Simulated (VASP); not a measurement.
# Re (P6_3/mmc) in VASP: a series of runs, part 2 of 2

VASP 6.6.1. Earlier steps stand in the parts before.

**3. Single point, LDA**

This run uses another cell than the first one, of 14.30 Å³/atom, 0.998 times its volume.

The input, INCAR:

```
SYSTEM = Re
  ALGO = Normal
  EDIFF = 1E-6
  ENCUT = 600
  GGA_COMPAT = .FALSE.
  ISIF = 2
  ISMEAR = -1
  LASPH = .TRUE.
  LCHARG = .FALSE.
  LREAL = .FALSE.
  LWAVE = .FALSE.
  NBANDS = 14
  NELM = 120
  PREC = Accurate
  SIGMA = 0.08
```

The input, KPOINTS:

```
k-points
0
G
  20 20 12
  0 0 0
```

The input, POSCAR:

```
Re
1.0
    2.7359821773      0.0000000000      0.0000000000
   -1.3679910887      2.3694300699      0.0000000000
    0.0000000000      0.0000000000      4.4114002552
Re
2
Direct
    0.3333333333      0.6666666667      0.2500000000
    0.6666666667      0.3333333333      0.7500000000
```

Potentials or basis: VASP PAW LDA potentials, release 64 (Re).

Started as:

```
$ cat potpaw_LDA.64/Re/POTCAR > POTCAR
$ mpirun -np 1 vasp_std > vasp.out
```

OUTCAR:

```text
SYSTEM = Re
   EDIFF = 1E-6
   ENCUT = 600
   ISIF = 2
   ISMEAR = -1
   LASPH = .TRUE.
   LREAL = .FALSE.
   NELM = 120
   PREC = Accurate

 ion  position               nearest neighbor table
   1  0.333  0.667  0.250-   2 2.71   2 2.71   2 2.71   2 2.71   2 2.71   2 2.71
   2  0.667  0.333  0.750-   1 2.71   1 2.71   1 2.71   1 2.71   1 2.71   1 2.71

  LATTYP: Found a hexagonal cell.
 ALAT       =     2.7359821773
 C/A-ratio  =     1.6123643976

  Lattice vectors:

 A1 = (   2.7359821773,   0.0000000000,   0.0000000000)
 A2 = (  -1.3679910887,   2.3694300699,   0.0000000000)
 A3 = (   0.0000000000,   0.0000000000,   4.4114002552)

Analysis of symmetry for initial positions (statically):
=====================================================================
 Subroutine PRICEL returns:
 Original cell was already a primitive cell.

 Routine SETGRP: Setting up the symmetry group for a
 hexagonal supercell.

 Subroutine GETGRP returns: Found 24 space group operations
 (whereof 12 operations were pure point group operations)
 out of a pool of 24 trial point group operations.

The static configuration has the point symmetry D_3d.
 The point group associated with its full space group is D_6h.

Analysis of symmetry for dynamics (positions and initial velocities):
=====================================================================
 Subroutine PRICEL returns:
 Original cell was already a primitive cell.

 Routine SETGRP: Setting up the symmetry group for a
 hexagonal supercell.

 Subroutine GETGRP returns: Found 24 space group operations
 (whereof 12 operations were pure point group operations)
 out of a pool of 24 trial point group operations.

The dynamic configuration has the point symmetry D_3d.
 The point group associated with its full space group is D_6h.

 Subroutine INISYM returns: Found 24 space group operations
 (whereof 12 operations are pure point group operations),
 and found     1 'primitive' translations

[... 119 lines left out ...]
   GGA     = CA    functional components
   LHFCALC =     F    Hartree Fock is set to
   AEXX    =    0.0000 exact exchange contribution
   IVDW    =     0    specifies the selected vdW correction
   LEPSILON=     F    determine dielectric tensor
   LRPA    =     F    only Hartree local field effects (RPA)
 non-spin polarized calculation
  energy-cutoff  :      600.00
  volume of cell :       28.60
 maximum number of plane-waves:       979
 NGX is ok and might be reduce to    24
   NGX = 11   NGY = 11   NGZ = 17

 number of electron      14.0000000 magnetization

 Free energy of the ion-electron system (eV)
  ---------------------------------------------------
  ext. energy  EPLUGINS =         0.00000000
  ---------------------------------------------------
  free energy    TOTEN  =       -27.54628003 eV

  energy without entropy =      -27.51316165  energy(sigma->0) =      -27.52972084

 E-fermi :   8.2120     XC(G=0): -13.9962

 val. band max:        8.2010578859   @ k =   0.3500   0.2500   0.4167
 cond. band min:       8.2123739004   @ k =   0.3500   0.1500   0.3333
 fundamental gap:      0.0113160145
 Fermi energy:         8.2120494846

 k-point     1 :       0.0000    0.0000    0.0000
  band No.  band energies     occupation
      1      -1.7768      2.00000
      2       1.3931      2.00000
      3       6.5293      2.00000
      4       6.5293      2.00000
      5       6.5552      2.00000
      6       7.4098      1.99991
      7       7.4098      1.99991
      8       8.3618      0.26673
      9       8.3618      0.26673
     10       9.0402      0.00006
     11      11.6942      0.00000
     12      11.6942      0.00000
     13      18.6475      0.00000
     14      22.4530      0.00000
[... 377 lines left out ...]
      1       1.4288      2.00000
      2       3.0533      2.00000
      3       3.9948      2.00000
      4       4.8813      2.00000
      5       6.3115      2.00000
      6       6.5127      2.00000
      7       7.5387      1.99956
      8       9.1650      0.00001
      9      10.1766      0.00000
     10      11.1280      0.00000
     11      12.4096      0.00000
     12      17.9075      0.00000
     13      18.9092      0.00000
     14      21.9283      0.00000

 [... further k-points ...]
[... 5 lines left out ...]
  --------------------------------------------------------------------------------------
  -------------------------------------------------------------------------------------
  Total        0.4929210      0.4929210      0.4586276     -0.0000000     -0.0000000      0.0000000
  in kB       27.6155874     27.6155874     25.6943208     -0.0000000     -0.0000000      0.0000000
  external PRESSURE =      26.9751652 kB  Pullay stress =       0.0000000 kB

 VOLUME and BASIS-vectors are now :
 -----------------------------------------------------------------------------
  energy-cutoff  :      600.00
  volume of cell :       28.60
      direct lattice vectors                 reciprocal lattice vectors
     2.735982177  0.000000000  0.000000000     0.365499457  0.211021210  0.000000000
    -1.367991089  2.369430070  0.000000000     0.000000000  0.422042420  0.000000000
     0.000000000  0.000000000  4.411400255     0.000000000  0.000000000  0.226685393

 POSITION                                       TOTAL-FORCE (eV/Angst)
 -----------------------------------------------------------------------------------
     -0.00000      1.57962      1.10285         0.000000     -0.000000      0.000000
      1.36799      0.78981      3.30855        -0.000000      0.000000      0.000000
 -----------------------------------------------------------------------------------
    total drift:                                0.000000     -0.000000     -0.000000

  FREE ENERGIE OF THE ION-ELECTRON SYSTEM (eV)
  ---------------------------------------------------
  free  energy   TOTEN  =       -27.5462800312 eV

  energy  without entropy=      -27.5131616511  energy(sigma->0) =      -27.52972084
```

stdout:

```text
POSCAR found type information on POSCAR Re
 POSCAR found :  1 types and       2 ions
 scaLAPACK will be used
 LDA part: xc-table for (Slater(with rela. corr.)+CA(PZ))
 , standard interpolation
 POSCAR, INCAR and KPOINTS ok, starting setup
 FFT: planning ... GRIDC
 FFT: planning ... GRID_SOFT
 FFT: planning ... GRID
 WAVECAR not read
 entering main loop
```

Run time: 46 s. Hardware: 1 thread of Intel Xeon 6975P-C (Granite Rapids), shared host; peak memory 0.24 GiB.

Results:

| Item | Value |
| --- | --- |
| Free energy | -27.5463 eV |
| Pressure | 2.7 GPa |
| Band gap on the k mesh | zero (band 7 reaches 10.04 eV, above the bottom of band 8 at 6.39 eV) |

Caveat: spin-orbit coupling is left out, which moves the levels of the heavy elements.

**4. Single point, LDA**

This run uses another cell than the first one, of 14.27 Å³/atom, 0.995 times its volume.

The input, INCAR:

```
SYSTEM = Re
PREC = Accurate ; ENCUT = 600
EDIFF = 1E-6 ; ISMEAR = -1
SIGMA = 0.08 ; LREAL = .FALSE.
LASPH = .TRUE. ; NELM = 120
ALGO = Normal ; ISIF = 2
LWAVE = .FALSE. ; LCHARG = .FALSE.
NBANDS = 14 ; GGA_COMPAT = .FALSE.
```

The input, KPOINTS:

```
Automatic mesh
0
G
  20 20 12
  0 0 0
```

The input, POSCAR:

```
Re
1.0
    2.7338061878      0.0000000000      0.0000000000
   -1.3669030939      2.3675456076      0.0000000000
    0.0000000000      0.0000000000      4.4080131281
Re
2
Direct
    0.3333333333      0.6666666667      0.2500000000
    0.6666666667      0.3333333333      0.7500000000
```

Started as:

```
$ cat potpaw_LDA.64/Re/POTCAR > POTCAR
$ mpirun -np 1 vasp_std > vasp.out
```

Wall time 46 s (1 thread of Intel Xeon 6975P-C (Granite Rapids), shared host); peak memory 0.25 GiB.

It converged, with:

```
Free energy            : -27.5449 eV
Pressure               : 3.7 GPa
Band gap on the k mesh : zero (band 7 reaches 10.08 eV, above the bottom of band 8 at 6.42 eV)
```

Stress tensor (GPa, compression positive):
```
3.77 0.00 0.00
0.00 3.77 0.00
0.00 0.00 3.57
```

Levels at points of the mesh, in eV from the Fermi level:
| k point | band 3 | band 4 | band 5 | band 6 | band 7 | band 8 | band 9 | band 10 | band 11 | band 12 |
| --- | --- | --- | --- | --- | --- | --- | --- | --- | --- | --- |
| (0.00, 0.00, 0.00) | -1.69 | -1.69 | -1.66 | -0.81 | -0.81 | 0.15 | 0.15 | 0.83 | 3.49 | 3.49 |
| (0.50, 0.00, 0.00) | -5.47 | -2.07 | -1.67 | -1.39 | -0.61 | 4.13 | 4.58 | 4.70 | 6.36 | 7.41 |
| (0.00, 0.00, 0.50) | -2.45 | -2.45 | -1.83 | -1.83 | -1.83 | -1.83 | 2.65 | 2.65 | 2.65 | 2.65 |
| (0.50, 0.00, 0.50) | -4.28 | -4.28 | 0.38 | 0.38 | 1.08 | 1.08 | 4.46 | 4.46 | 5.02 | 5.02 |

Caveat: spin-orbit coupling is left out, which moves the levels of the heavy elements.

**5. Summary**

| cell | gap on the mesh (eV) | pressure (GPa) |
| --- | --- | --- |
| a = 2.738, b = 2.738, c = 4.415 Å, angles 90.0, 90.0, 120.0°, 2 atoms | none | 1.7 |
| a = 2.736, b = 2.736, c = 4.411 Å, angles 90.0, 90.0, 120.0°, 2 atoms | none | 2.7 |
| a = 2.734, b = 2.734, c = 4.408 Å, angles 90.0, 90.0, 120.0°, 2 atoms | none | 3.7 |

Alike in all rows: task single point; level LDA; potentials or basis VASP PAW LDA potentials, release 64 (Re); no spin polarisation; k mesh 20 × 20 × 12; cutoff (eV) 600; smearing fermi-dirac 0.08 eV.

Caveats: spin-orbit coupling is left out, which moves the levels of the heavy elements.

Total energies depend on the potentials used, so only differences within one code and one set of settings carry meaning.
